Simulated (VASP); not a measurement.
# Al2Ru (Fddd) in VASP: further runs

Al2Ru is run at these levels: r2SCAN; tasks: single point.

Program: VASP 6.6.1. These are calculated values, not measurements. Logs are shortened: lines on timing, memory, paths and dates and some standing lists are left out, and cuts for length are marked.

**1. The cell of the first run**

The structure is orthorhombic, space group Fddd (No. 70). The conventional cell has a = 4.589 Å, b = 7.780 Å, c = 8.344 Å, α = 90.00°, β = 90.00°, γ = 90.00°. Al (site symmetry 2) has 5 Ru at 2.46 to 2.65 Å and 9 Al at 2.49 to 3.07 Å within 3.2 Å. Within 3.2 Å of Ru (site symmetry 222) lie 10 Al at 2.46 to 2.65 Å and 4 Ru at 3.07 Å.

**2. Single point, r2SCAN (strain -0.025 along x and y, -0.050 along z)**

POSCAR reads:

```
Al2Ru
1.0
    0.0000000000      3.8897693251      4.1718819299
    2.2945275555      0.0000000000      4.1718819299
    2.2945275555      3.8897693251      0.0000000000
Al Ru
4 2
Direct
    0.0790459565      0.4209540435      0.0790459565
    0.4209540435      0.0790459565      0.4209540435
    0.1709540435      0.8290459565      0.1709540435
    0.8290459565      0.1709540435      0.8290459565
    0.7500000000      0.7500000000      0.7500000000
    0.5000000000      0.5000000000      0.5000000000
```

INCAR.step1 reads:

```
  PREC = Accurate
  ENCUT = 520
  ISMEAR = 0
  SIGMA = 0.03
  LREAL = False
  LASPH = True
  NELM = 80
  NBANDS = 29
  GGA = PE
  ALGO = Normal
  EDIFF = 1E-4
  LWAVE = True
  LCHARG = False
```

INCAR.step2 reads:

```
  PREC = Accurate
  ENCUT = 520
  EDIFF = 1E-6
  ISMEAR = 0
  SIGMA = 0.03
  LREAL = False
  LASPH = True
  NELM = 80
  ALGO = Normal
  ISIF = 2
  LWAVE = False
  LCHARG = True
  METAGGA = R2SCAN
  LMIXTAU = True
  LELF = True
  LVHAR = True
  NBANDS = 29
  ISTART = 1
```

KPOINTS reads:

```
regular mesh
0
Gamma
  10 10 10
```

Potentials or basis: VASP PAW PBE potentials, release 64 (Al, Ru_pv).

On the command line:

```bash
> cat potpaw_PBE.64/Al/POTCAR potpaw_PBE.64/Ru_pv/POTCAR > POTCAR
> cp INCAR.step1 INCAR
> mpirun -np 1 vasp_std > vasp.out
> cp INCAR.step2 INCAR
> mpirun -np 1 vasp_std > vasp.out
```

OUTCAR:

```text
PREC = Accurate
   ENCUT = 520
   EDIFF = 1E-6
   ISMEAR = 0
   LREAL = False
   LASPH = True
   NELM = 80
   ISIF = 2
   METAGGA = R2SCAN
   ISTART = 1

 ion  position               nearest neighbor table
   1  0.079  0.421  0.079-   6 2.46   6 2.46   3 2.49   3 2.49   5 2.56   2 2.60   2 2.60   5 2.65
                             5 2.65   2 2.66   4 3.07   4 3.07   4 3.07   4 3.07
   2  0.421  0.079  0.421-   6 2.46   6 2.46   4 2.49   4 2.49   5 2.56   1 2.60   1 2.60   5 2.65
                             5 2.65   1 2.66   3 3.07   3 3.07   3 3.07   3 3.07
   3  0.171  0.829  0.171-   5 2.46   5 2.46   1 2.49   1 2.49   6 2.56   4 2.60   4 2.60   6 2.65
                             6 2.65   4 2.66   2 3.07   2 3.07   2 3.07   2 3.07
   4  0.829  0.171  0.829-   5 2.46   5 2.46   2 2.49   2 2.49   6 2.56   3 2.60   3 2.60   6 2.65
                             6 2.65   3 2.66   1 3.07   1 3.07   1 3.07   1 3.07
   5  0.750  0.750  0.750-   4 2.46   3 2.46   4 2.46   3 2.46   1 2.56   2 2.56   2 2.65   2 2.65
                             1 2.65   1 2.65   6 3.07   6 3.07   6 3.07   6 3.07
   6  0.500  0.500  0.500-   1 2.46   2 2.46   1 2.46   2 2.46   3 2.56   4 2.56   3 2.65   3 2.65
                             4 2.65   4 2.65   5 3.07   5 3.07   5 3.07   5 3.07

  LATTYP: Found a face centered orthorhombic cell.
 ALAT       =     4.5890551110
 B/A-ratio  =     1.6952375733
 C/A-ratio  =     1.8181877659

  Lattice vectors:

 A1 = (   0.0000000000,   3.8897693251,   4.1718819299)
 A2 = (   2.2945275555,   0.0000000000,   4.1718819299)
 A3 = (   2.2945275555,   3.8897693251,   0.0000000000)

Analysis of symmetry for initial positions (statically):
=====================================================================
 Subroutine PRICEL returns:
 Original cell was already a primitive cell.

 Routine SETGRP: Setting up the symmetry group for a
 face centered orthorhombic supercell.

 Subroutine GETGRP returns: Found  8 space group operations
 (whereof  4 operations were pure point group operations)
 out of a pool of  8 trial point group operations.

The static configuration has the point symmetry D_2 .
 The point group associated with its full space group is D_2h.

Analysis of symmetry for dynamics (positions and initial velocities):
=====================================================================
 Subroutine PRICEL returns:
 Original cell was already a primitive cell.

 Routine SETGRP: Setting up the symmetry group for a
 face centered orthorhombic supercell.

 Subroutine GETGRP returns: Found  8 space group operations
 (whereof  4 operations were pure point group operations)
 out of a pool of  8 trial point group operations.

The dynamic configuration has the point symmetry D_2 .
 The point group associated with its full space group is D_2h.

 Subroutine INISYM returns: Found  8 space group operations
 (whereof  4 operations are pure point group operations),
 and found     1 'primitive' translations

----------------------------------------------------------------------------------------

                                     Primitive cell

  volume of cell :      74.4696

  direct lattice vectors                    reciprocal lattice vectors
     0.000000000  3.889769325  4.171881930    -0.217909782  0.128542327  0.119849988
     2.294527556  0.000000000  4.171881930     0.217909782 -0.128542327  0.119849988
     2.294527556  3.889769325  0.000000000     0.217909782  0.128542327 -0.119849988

  length of vectors
     5.703937608  4.761245167  4.516100321     0.279949679  0.279949679  0.279949679

  position of ions in fractional coordinates (direct lattice)
     0.079045957  0.420954043  0.079045957
     0.420954043  0.079045957  0.420954043
     0.170954043  0.829045957  0.170954043
     0.829045957  0.170954043  0.829045957
     0.750000000  0.750000000  0.750000000
     0.500000000  0.500000000  0.500000000

  ion indices of the primitive-cell ions
   primitive index   ion index
                 1           1
                 2           2
                 3           3
                 4           4
                 5           5
                 6           6

----------------------------------------------------------------------------------------

 KPOINTS: regular mesh

Automatic generation of k-mesh.
 Grid dimensions read from file:
 generate k-points for:   10   10   10

 Generating k-lattice:

  Cartesian coordinates                     Fractional coordinates (reciprocal lattice)
    -0.021790978  0.012854233  0.011984999     0.100000000  0.000000000  0.000000000
     0.021790978 -0.012854233  0.011984999     0.000000000  0.100000000  0.000000000
     0.021790978  0.012854233 -0.011984999     0.000000000  0.000000000  0.100000000

  Length of vectors
     0.027994968  0.027994968  0.027994968

  Shift w.r.t. Gamma in fractional coordinates (k-lattice)
     0.000000000  0.000000000  0.000000000

 Subroutine IBZKPT returns following result:
 ===========================================

 Found    171 irreducible k-points:

 Following reciprocal coordinates:
            Coordinates               Weight
  0.000000  0.000000  0.000000      1.000000
  0.100000  0.000000  0.000000      8.000000
  0.200000  0.000000  0.000000      8.000000
  0.300000 -0.000000  0.000000      8.000000
  0.400000  0.000000 -0.000000      8.000000
  0.500000  0.000000 -0.000000      4.000000
[... 16 lines left out ...]
  0.300000  0.300000  0.000000      2.000000
  0.400000  0.300000  0.000000      8.000000
 [... further k-points ...]
   k-points           NKPTS =    171   k-points in BZ     NKDIM =    171   number of bands    NBANDS=     29
   number of dos      NEDOS =    301   number of ions     NIONS =      6
   total plane-waves  NPLWV =  54432
   dimension x,y,z NGX =    42 NGY =   36 NGZ =   36
   dimension x,y,z NGXF=    84 NGYF=   72 NGZF=   72
   ions per type =               4   2
   NGX,Y,Z   is equivalent  to a cutoff of  12.24, 12.57, 13.25 a.u.
   NGXF,Y,Z  is equivalent  to a cutoff of  24.48, 25.14, 26.50 a.u.
 SYSTEM =  unknown system
   PREC   = accura    normal or accurate (medium, high low for compatibility)
   ISTART =      1    job   : 0-new  1-cont  2-samecut
   ICHARG =      0    charge: 1-file 2-atom 10-const
   ISPIN  =      1    spin polarized calculation?
   LNONCOLLINEAR =      F non collinear calculations
   LSORBIT =      F    spin-orbit coupling
   LASPH  =      T    aspherical Exc in radial PAW
   ENCUT  =  520.0 eV  38.22 Ry    6.18 a.u.  10.61  8.85  8.40*2*pi/ulx,y,z
   NELM   =     80;   NELMIN=  2; NELMDL=  0     # of ELM steps
   EDIFF  = 0.1E-05   stopping-criterion for ELM
   LREAL  =      F    real-space projection
   EDIFFG = 0.1E-04   stopping-criterion for IOM
   NSW    =      0    number of steps for IOM
   IBRION =     -1    ionic relax: 0-MD 1-quasi-New 2-CG
   NFREE  =      0    steps in history (QN), initial steepest desc. (CG)
   ISIF   =      2    stress and relaxation
   ISYM   =      2    0-nonsym 1-usesym 2-fastsym
   POTIM  = 0.5000    time-step for ionic-motion
   TEBEG  =    0.0;   TEEND  =   0.0 temperature during run
   PSTRESS=    0.0 pullay stress
   NELECT =      40.0000    total number of electrons
   NUPDOWN=      -1.0000    fix difference up-down
   EMIN   =  10.00;   EMAX   =-10.00  energy-range for DOS
   EFERMI =   0.00;   METHOD = LEGACY
   ISMEAR =     0;   SIGMA  =   0.03  broadening in eV -4-tet -1-fermi 0-gaus
   EFERMI_NEDOS =   21; number of points for ismear=-14 and -15
   IALGO  =     38    algorithm
   IMIX   =      4    mixing-type and parameters
     AMIX     =   0.40;   BMIX     =  1.00
     AMIX_MAG =   1.60;   BMIX_MAG =  1.00
  volume/ion in A,a.u.               =      12.41        83.76
  Fermi-wavevector in a.u.,A,eV,Ry     =   1.330766  2.514784 24.095086  1.770939
  Thomas-Fermi vector in A             =   2.459828
   LORBIT       =      0    0 simple, 1 ext, 2 COOP (PROOUT), +10 PAW based schemes
   METAGGA = R2SCAN    functional components
   LHFCALC =     F    Hartree Fock is set to
   AEXX    =    0.0000 exact exchange contribution
   IVDW    =     0    specifies the selected vdW correction
   LEPSILON=     F    determine dielectric tensor
   LRPA    =     F    only Hartree local field effects (RPA)
 non-spin polarized calculation
 Gauss-broadening in eV      SIGMA  =   0.03
  energy-cutoff  :      520.00
  volume of cell :       74.47
 maximum number of plane-waves:      2032
   NGX = 21   NGY = 17   NGZ = 17

 number of electron      40.0000001 magnetization

 Free energy of the ion-electron system (eV)
  ---------------------------------------------------
  ext. energy  EPLUGINS =         0.00000000
  ---------------------------------------------------
  free energy    TOTEN  =       -81.87292894 eV

  energy without entropy =      -81.87292894  energy(sigma->0) =      -81.87292894

 E-fermi :  12.1374     XC(G=0): -13.3613

 val. band max:       11.9840220034   @ k =   0.0000   0.0000   0.0000
 cond. band min:      12.3455561170   @ k =   0.0000   0.3000   0.3000
 fundamental gap:      0.3615341136
 Fermi energy:        12.1374114303

 k-point     1 :       0.0000    0.0000    0.0000
  band No.  band energies     occupation
      1     -32.1995      2.00000
      2     -32.0975      2.00000
      3     -32.0596      2.00000
      4     -32.0232      2.00000
      5     -32.0045      2.00000
      6     -31.9808      2.00000
[... 21 lines left out ...]
     28      17.0104      0.00000
     29      17.6401      0.00000

 k-point     2 :       0.1000    0.0000    0.0000
  band No.  band energies     occupation
      1     -32.1981      2.00000
      2     -32.1000      2.00000
      3     -32.0599      2.00000
      4     -32.0224      2.00000
      5     -32.0044      2.00000
      6     -31.9812      2.00000
[... 21 lines left out ...]
     28      17.5238      0.00000
     29      17.9217      0.00000

 k-point     3 :       0.2000    0.0000    0.0000
  band No.  band energies     occupation
      1     -32.1943      2.00000
      2     -32.1062      2.00000
      3     -32.0617      2.00000
      4     -32.0199      2.00000
      5     -32.0044      2.00000
      6     -31.9821      2.00000
[... 638 lines left out ...]
      5     -31.9931      2.00000
      6     -31.9753      2.00000
[... 21 lines left out ...]
     28      17.6800      0.00000
     29      18.7272      0.00000

 k-point    24 :       0.4000    0.3000    0.0000
  band No.  band energies     occupation
      1     -32.1650      2.00000
      2     -32.1066      2.00000
      3     -32.0812      2.00000
      4     -32.0524      2.00000
      5     -31.9902      2.00000
      6     -31.9763      2.00000
[... 21 lines left out ...]
     28      17.9281      0.00000
     29      19.1725      0.00000

 [... further k-points ...]
[... 5 lines left out ...]
  --------------------------------------------------------------------------------------
  -------------------------------------------------------------------------------------
  Total        9.8325216      8.5800411     15.1256742      0.0000000      0.0000000      0.0000000
  in kB      211.5418811    184.5953777    325.4214642      0.0000000      0.0000000      0.0000000
  external PRESSURE =     240.5195743 kB  Pullay stress =       0.0000000 kB

 VOLUME and BASIS-vectors are now :
 -----------------------------------------------------------------------------
  energy-cutoff  :      520.00
  volume of cell :       74.47
      direct lattice vectors                 reciprocal lattice vectors
     0.000000000  3.889769325  4.171881930    -0.217909782  0.128542327  0.119849988
     2.294527556  0.000000000  4.171881930     0.217909782 -0.128542327  0.119849988
     2.294527556  3.889769325  0.000000000     0.217909782  0.128542327 -0.119849988

 POSITION                                       TOTAL-FORCE (eV/Angst)
 -----------------------------------------------------------------------------------
      1.14726      0.61494      2.08594         0.000000      0.084404     -0.000000
      1.14726      3.27483      2.08594         0.000000     -0.084404     -0.000000
      2.29453      1.32994      4.17188         0.000000     -0.084404     -0.000000
      2.29453      6.44960      4.17188         0.000000      0.084404     -0.000000
      3.44179      5.83465      6.25782         0.000000     -0.000000      0.000000
      2.29453      3.88977      4.17188        -0.000000     -0.000000     -0.000000
 -----------------------------------------------------------------------------------
    total drift:                               -0.000000     -0.000000      0.000000

  FREE ENERGIE OF THE ION-ELECTRON SYSTEM (eV)
  ---------------------------------------------------
  free  energy   TOTEN  =       -81.8729289409 eV

  energy  without entropy=      -81.8729289409  energy(sigma->0) =      -81.87292894
```

Run time: 21 min. Hardware: 1 thread of Intel Xeon Platinum 8259CL at 2.50GHz (Skylake/Cascade Lake), shared host; peak memory 0.44 GiB.

What came out:

```yaml
Free_energy: -81.8729 eV
Pressure: 24.1 GPa
Largest_force: 0.084 eV/Å
Band_gap_on_the_k_mesh: 0.36 eV (least direct gap 1.53 eV)
```

Forces in eV/Å, atoms in the order of the input:
```
Al   0.000  0.084  0.000
Al   0.000 -0.084  0.000
Al   0.000 -0.084  0.000
Al   0.000  0.084  0.000
Ru   0.000  0.000  0.000
Ru   0.000  0.000  0.000
```

Caveat: the cell differs from its parent crystal (strain -0.025 along x and y, -0.050 along z); the cell stands under pressure; the PAW data sets were made with another functional, which shifts forces and pressure a little. A k mesh can miss the band edges.

**3. Single point, r2SCAN (strain -0.050 along x and y, +0.025 along z)**

Changes to POSCAR since step 2:

```diff
@@ -2,5 +2,5 @@
 1.0
-    0.0000000000      3.8897693251      4.1718819299
-    2.2945275555      0.0000000000      4.1718819299
-    2.2945275555      3.8897693251      0.0000000000
+    0.0000000000      3.7900316501      4.5012410297
+    2.2356935156      0.0000000000      4.5012410297
+    2.2356935156      3.7900316501      0.0000000000
 Al Ru
```

INCAR.step1 reads:

```
SYSTEM = Al2Ru
  ALGO = Normal
  EDIFF = 1E-4
  ENCUT = 520
  GGA = PE
  ISMEAR = 0
  LASPH = .True.
  LCHARG = .False.
  LREAL = .False.
  LWAVE = .True.
  NBANDS = 29
  NELM = 80
  PREC = Accurate
  SIGMA = 0.03
```

INCAR.step2 reads:

```
SYSTEM = Al2Ru
  ALGO = Normal
  EDIFF = 1E-7
  ENCUT = 520
  ISIF = 2
  ISMEAR = 0
  ISTART = 1
  LASPH = .True.
  LCHARG = .False.
  LMIXTAU = .True.
  LREAL = .False.
  LWAVE = .False.
  METAGGA = R2SCAN
  NBANDS = 29
  NELM = 80
  PREC = Accurate
  SIGMA = 0.03
```

KPOINTS reads:

```
k-points
0
Gamma
  10 10 10
  0 0 0
```

Potentials or basis: VASP PAW PBE potentials, release 64 (Al, Ru_pv).

On the command line:

```bash
> cat potpaw_PBE.64/Al/POTCAR potpaw_PBE.64/Ru_pv/POTCAR > POTCAR
> cp INCAR.step1 INCAR
> mpirun -np 1 vasp_std > vasp.out
> cp INCAR.step2 INCAR
> mpirun -np 1 vasp_std > vasp.out
```

It took 14 min on 1 thread of Intel Xeon 6975P-C (Granite Rapids), shared host; peak memory 0.49 GiB.

The run converged. Its results:

| Item | Value |
| --- | --- |
| Free energy | -81.8597 eV |
| Pressure | 17.6 GPa |
| Largest force | 0.359 eV/Å |
| Band gap on the k mesh | zero (bands 20 and 21 overlap by 0.30 eV) |

Forces in eV/Å, atoms in the order of the input:
```
Al   0.000  0.359  0.000
Al   0.000 -0.359  0.000
Al   0.000 -0.359  0.000
Al   0.000  0.359  0.000
Ru   0.000  0.000  0.000
Ru   0.000  0.000  0.000
```

Stress tensor (GPa, compression positive):
```
27.42  0.00  0.00
 0.00 25.53  0.00
 0.00  0.00 -0.01
```

Levels at points of the mesh, in eV from the Fermi level:
| k point | band 17 | band 18 | band 19 | band 20 | band 21 | band 22 | band 23 | band 24 |
| --- | --- | --- | --- | --- | --- | --- | --- | --- |
| (0.00, 0.00, 0.00) | -2.24 | -1.89 | -0.87 | 0.27 | 1.34 | 2.52 | 2.71 | 3.21 |
| (0.50, 0.00, 0.00) | -2.76 | -2.59 | -1.56 | -1.32 | 0.25 | 0.50 | 2.39 | 3.08 |
| (0.50, 0.50, 0.00) | -2.35 | -2.35 | -1.08 | -1.08 | 2.77 | 2.77 | 2.85 | 2.85 |
| (0.50, 0.00, 0.50) | -2.88 | -2.88 | -2.04 | -2.04 | 1.72 | 1.72 | 2.03 | 2.03 |
| (0.00, 0.50, 0.50) | -3.08 | -3.08 | -1.74 | -1.74 | 0.34 | 0.34 | 4.59 | 4.59 |

Caveat: the cell differs from its parent crystal (strain -0.050 along x and y, +0.025 along z); the cell stands under pressure; the PAW data sets were made with another functional, which shifts forces and pressure a little.
